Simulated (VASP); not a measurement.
# InP (I-4m2) in VASP: further runs, part 2 of 2

VASP 6.6.1. Earlier steps stand in the parts before.

### 4 Single point, r2SCAN (strain -0.0750 x Voigt [1, 1, 0, 0, 0, 0])

Input file POSCAR:

```
InP
1.0
    0.0000000000      2.7107125000      2.9305000000
    2.7107125000      0.0000000000      2.9305000000
    2.7107125000      2.7107125000      0.0000000000
In P
1 1
Direct
    0.0000000000      0.0000000000      0.0000000000
    0.7500000000      0.7500000000      0.7500000000
```

Input file INCAR.step1:

```
SYSTEM = InP
ALGO = Normal ; EDIFF = 1E-4
ENCUT = 520 ; GGA = PE
ISMEAR = 0 ; LASPH = .True.
LCHARG = .False. ; LREAL = .False.
LWAVE = .True. ; NBANDS = 16
NELM = 60 ; PREC = Accurate
SIGMA = 0.05
```

Input file INCAR.step2:

```
SYSTEM = InP
ALGO = Normal ; EDIFF = 1E-6
ENCUT = 520 ; ISIF = 2
ISMEAR = 0 ; ISTART = 1
LASPH = .True. ; LCHARG = .False.
LMIXTAU = .True. ; LREAL = .False.
LWAVE = .False. ; METAGGA = R2SCAN
NBANDS = 16 ; NELM = 60
PREC = Accurate ; SIGMA = 0.05
```

Input file KPOINTS:

```
k-points
0
Gamma
  8 8 8
  0 0 0
```

Potentials or basis: VASP PAW PBE potentials, release 64 (In_d, P).

The run is started by

```
> cat potpaw_PBE.64/In_d/POTCAR potpaw_PBE.64/P/POTCAR > POTCAR
> cp INCAR.step1 INCAR
> mpirun -np 1 vasp_std > vasp.out
> cp INCAR.step2 INCAR
> mpirun -np 1 vasp_std > vasp.out
```

OUTCAR:

```text
SYSTEM = InP
   EDIFF = 1E-6
   ENCUT = 520
   ISIF = 2
   ISMEAR = 0
   ISTART = 1
   LASPH = .True.
   LREAL = .False.
   METAGGA = R2SCAN
   NELM = 60
   PREC = Accurate

 ion  position               nearest neighbor table
   1  0.000  0.000  0.000-   2 2.41   2 2.41   2 2.41   2 2.41
   2  0.750  0.750  0.750-   1 2.41   1 2.41   1 2.41   1 2.41

  LATTYP: Found a body centered tetragonal cell.
 ALAT       =     3.8335263812
 C/A-ratio  =     1.5288795269

  Lattice vectors:

[... 643 lines left out ...]

------------------------ aborting loop because EDIFF is reached ----------------------------------------

  FORCE on cell =-STRESS in cart. coord.  units (eV):
  Direction    XX          YY          ZZ          XY          YZ          ZX
  --------------------------------------------------------------------------------------
  -------------------------------------------------------------------------------------
  Total        5.0822879      5.0822879      4.1849259      0.0000000     -0.0000000     -0.0000000
  in kB      189.0737364    189.0737364    155.6896425      0.0000000     -0.0000000     -0.0000000
  external PRESSURE =     177.9457051 kB  Pullay stress =       0.0000000 kB

 VOLUME and BASIS-vectors are now :
 -----------------------------------------------------------------------------
  energy-cutoff  :      520.00
  volume of cell :       43.07
      direct lattice vectors                 reciprocal lattice vectors
     0.000000000  2.710712500  2.930500000    -0.184453349  0.184453349  0.170619348
     2.710712500  0.000000000  2.930500000     0.184453349 -0.184453349  0.170619348
     2.710712500  2.710712500  0.000000000     0.184453349  0.184453349 -0.170619348

 POSITION                                       TOTAL-FORCE (eV/Angst)
 -----------------------------------------------------------------------------------
      0.00000      0.00000      0.00000         0.000000      0.000000      0.000000
      4.06607      4.06607      4.39575        -0.000000     -0.000000     -0.000000
 -----------------------------------------------------------------------------------
    total drift:                                0.000006      0.000006      0.000004

  FREE ENERGIE OF THE ION-ELECTRON SYSTEM (eV)
  ---------------------------------------------------
  free  energy   TOTEN  =       -31.8700552715 eV

  energy  without entropy=      -31.8700552715  energy(sigma->0) =      -31.87005527
```

Wall time 2.3 min (1 thread of Intel Xeon Platinum 8259CL at 2.50GHz (Skylake/Cascade Lake), shared host); peak memory 0.19 GiB.

Results:

* Free energy: -31.8701 eV
* Pressure: 17.8 GPa
* Band gap on the k mesh: 1.38 eV (least direct gap 1.87 eV)

Stress tensor (GPa, compression positive):
```
18.91  0.00  0.00
 0.00 18.91  0.00
 0.00  0.00 15.57
```

Caveat: the cell differs from its parent crystal (strain -0.0750 x Voigt [1, 1, 0, 0, 0, 0]); the cell stands under pressure; the PAW data sets were made with another functional, which shifts forces and pressure a little; spin-orbit coupling is left out, which moves the levels of the heavy elements.

### 5 Single point, r2SCAN (strain +0.0375 x Voigt [1, 1, 0, 0, 0, 0])

Input file POSCAR:

```
InP
1.0
    0.0000000000      3.0403937500      2.9305000000
    3.0403937500      0.0000000000      2.9305000000
    3.0403937500      3.0403937500      0.0000000000
In P
1 1
Direct
    0.0000000000      0.0000000000      0.0000000000
    0.7500000000      0.7500000000      0.7500000000
```

Input file INCAR.step1:

```
SYSTEM = InP
ALGO = Normal ; EDIFF = 1E-4
ENCUT = 520 ; GGA = PE
ISMEAR = 0 ; LASPH = .TRUE.
LCHARG = .FALSE. ; LREAL = .FALSE.
LWAVE = .TRUE. ; NBANDS = 16
NELM = 100 ; PREC = Accurate
SIGMA = 0.05
```

Input file INCAR.step2:

```
SYSTEM = InP
ALGO = Normal ; EDIFF = 1E-6
ENCUT = 520 ; ISIF = 2
ISMEAR = 0 ; ISTART = 1
LASPH = .TRUE. ; LCHARG = .FALSE.
LMIXTAU = .TRUE. ; LREAL = .FALSE.
LWAVE = .FALSE. ; METAGGA = R2SCAN
NBANDS = 16 ; NELM = 100
PREC = Accurate ; SIGMA = 0.05
```

Input file KPOINTS:

```
k-points
0
G
  8 8 8
  0 0 0
```

The run is started by

```
> cat potpaw_PBE.64/In_d/POTCAR potpaw_PBE.64/P/POTCAR > POTCAR
> cp INCAR.step1 INCAR
> mpirun -np 1 vasp_std > vasp.out
> cp INCAR.step2 INCAR
> mpirun -np 1 vasp_std > vasp.out
```

It took 97 s on 1 thread of Intel Xeon Platinum 8259CL at 2.50GHz (Skylake/Cascade Lake), shared host; peak memory 0.21 GiB.

The run converged. Its results:

```
Free energy            : -32.2633 eV
Pressure               : -3.2 GPa
Band gap on the k mesh : 0.62 eV
```

Stress tensor (GPa, compression positive):
```
-3.70  0.00  0.00
 0.00 -3.70  0.00
 0.00  0.00 -2.12
```

Levels at points of the mesh, in eV from the valence-band top:
| k point | band 6 | band 7 | band 8 | band 9 | band 10 | band 11 | band 12 | band 13 |
| --- | --- | --- | --- | --- | --- | --- | --- | --- |
| (0.00, 0.00, 0.00) | -11.61 | -0.16 | -0.16 | 0.00 | 0.62 | 4.28 | 4.35 | 4.35 |
| (0.50, 0.00, 0.00) | -10.05 | -5.60 | -1.12 | -0.90 | 1.54 | 4.92 | 5.18 | 7.27 |
| (0.50, 0.50, 0.00) | -9.38 | -5.52 | -2.40 | -2.40 | 1.89 | 2.20 | 9.51 | 9.67 |
| (0.50, 0.00, 0.50) | -9.49 | -5.74 | -2.21 | -2.19 | 2.08 | 2.54 | 9.16 | 9.53 |

Caveat: the cell differs from its parent crystal (strain +0.0375 x Voigt [1, 1, 0, 0, 0, 0]); the cell stands under tension; semilocal functionals underestimate gaps, and a narrow one can read as zero; the PAW data sets were made with another functional, which shifts forces and pressure a little; spin-orbit coupling is left out, which moves the levels of the heavy elements.

### 6 Single point, r2SCAN (strain +0.0750 x Voigt [1, 1, 0, 0, 0, 0])

Input file POSCAR:

```
InP
1.0
    0.0000000000      3.1502875000      2.9305000000
    3.1502875000      0.0000000000      2.9305000000
    3.1502875000      3.1502875000      0.0000000000
In P
1 1
Direct
    0.0000000000      0.0000000000      0.0000000000
    0.7500000000      0.7500000000      0.7500000000
```

Input file INCAR.step1:

```
ALGO = Normal
EDIFF = 1E-4
ENCUT = 520
GGA = PE
ISMEAR = 0
LASPH = T
LCHARG = F
LREAL = F
LWAVE = T
NBANDS = 16
NELM = 60
PREC = Accurate
SIGMA = 0.05
```

Input file INCAR.step2:

```
ALGO = Normal
EDIFF = 1E-7
ENCUT = 520
ISIF = 2
ISMEAR = 0
ISTART = 1
LASPH = T
LCHARG = T
LELF = T
LMIXTAU = T
LREAL = F
LVHAR = T
LWAVE = F
METAGGA = R2SCAN
NBANDS = 16
NELM = 60
PREC = Accurate
SIGMA = 0.05
```

Input file KPOINTS:

```
k-points
0
Gamma
  8 8 8
```

Potentials or basis: VASP PAW PBE potentials, release 64 (In_d, P).

The run is started by

```
> cat potpaw_PBE.64/In_d/POTCAR potpaw_PBE.64/P/POTCAR > POTCAR
> cp INCAR.step1 INCAR
> mpirun -np 1 vasp_std > vasp.out
> cp INCAR.step2 INCAR
> mpirun -np 1 vasp_std > vasp.out
```

Wall time 2.3 min (1 thread of Intel Xeon Platinum 8259CL at 2.50GHz (Skylake/Cascade Lake), shared host); peak memory 0.22 GiB.

The run converged. Its results:

- Free energy: -32.1234 eV
- Pressure: -6.4 GPa
- Band gap on the k mesh: 0.11 eV

Stress tensor (GPa, compression positive):
```
-7.38  0.00  0.00
 0.00 -7.38  0.00
 0.00  0.00 -4.44
```

Levels at points of the mesh, in eV from the valence-band top:
```tsv
k point	band 6	band 7	band 8	band 9	band 10	band 11	band 12	band 13
(0.00, 0.00, 0.00)	-11.26	-0.29	-0.29	0.00	0.11	4.14	4.29	4.29
(0.50, 0.00, 0.00)	-9.90	-5.35	-1.20	-0.80	1.23	4.71	5.19	6.99
(0.50, 0.50, 0.00)	-9.26	-5.21	-2.37	-2.37	1.82	1.88	9.07	9.07
(0.50, 0.00, 0.50)	-9.45	-5.59	-2.02	-1.99	2.14	2.50	8.51	8.74
```

Caveat: the cell differs from its parent crystal (strain +0.0750 x Voigt [1, 1, 0, 0, 0, 0]); the cell stands under tension; semilocal functionals underestimate gaps, and a narrow one can read as zero; the PAW data sets were made with another functional, which shifts forces and pressure a little; spin-orbit coupling is left out, which moves the levels of the heavy elements.

### 7 Overview

| cell | gap on the mesh (eV) | pressure (GPa) |
| --- | --- | --- |
| a = 3.846, b = 3.846, c = 3.523 Å, angles 62.7, 62.7, 54.5°, 2 atoms | 0.51 | 48.6 |
| a = 3.918, b = 3.918, c = 3.678 Å, angles 62.0, 62.0, 56.0°, 2 atoms | 0.98 | 30.8 |
| a = 3.992, b = 3.992, c = 3.834 Å, angles 61.3, 61.3, 57.4°, 2 atoms | 1.38 | 17.8 |
| a = 4.223, b = 4.223, c = 4.300 Å, angles 59.4, 59.4, 61.2°, 2 atoms | 0.62 | -3.2 |
| a = 4.303, b = 4.303, c = 4.455 Å, angles 58.8, 58.8, 62.4°, 2 atoms | 0.11 | -6.4 |

Alike in all rows: task single point; level r2SCAN; potentials or basis VASP PAW PBE potentials, release 64 (In_d, P); no spin polarisation; k mesh 8 × 8 × 8; cutoff (eV) 520; smearing gaussian 0.05 eV.

Caveats: the PAW data sets were made with another functional, which shifts forces and pressure a little; spin-orbit coupling is left out, which moves the levels of the heavy elements; semilocal functionals underestimate gaps, and a narrow one can read as zero (at least some runs); the cell stands under pressure (at least some runs); the cell stands under tension (at least some runs); the stress differs along the axes, from 45 to 50 GPa (at least some runs).

Total energies depend on the potentials used, so only differences within one code and one set of settings carry meaning.
